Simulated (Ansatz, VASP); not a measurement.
## One calculation of Fe, two programs

```
CELL_PARAMETERS angstrom
2.38447 0.00000 0.00000
-1.19223 2.06501 0.00000
0.00000 0.00000 3.76351
ATOMIC_POSITIONS crystal
Fe 0.33333 0.66667 0.25000
Fe 0.66667 0.33333 0.75000
```

Change from the starting cell: volume scaled by 0.94, PAW files.

Alike in both runs: task electric field gradients; functional PBE; k mesh 17 × 17 × 10; occupations fermi-dirac, width 0.08 eV; no spin polarisation.

```csv
,VASP,Ansatz
version,VASP 6.6.1,Ansatz 0.2.0
potentials or method,"VASP PAW PBE potentials, release 64 (Fe_sv)","PAW with Ansatz's default frozen-core files, scalar-relativistic"
plane-wave cutoff (eV),520,420
valence electrons in the cell,32,32
```

Ansatz gave:

- pressure (GPa): 34.9
- traceless stress, the component that is largest in VASP (GPa): 1.65
- size of Vzz on the site where it differs most (V/Å²): 4.1

Question: Estimate VASP's values.

Answer: Pressure (GPa): 30.4; traceless stress, the component that is largest in VASP (GPa): 1.65; size of Vzz on the site where it differs most (V/Å²): 5.7.

The pressures are high and differ by over a tenth, so treat them with care.
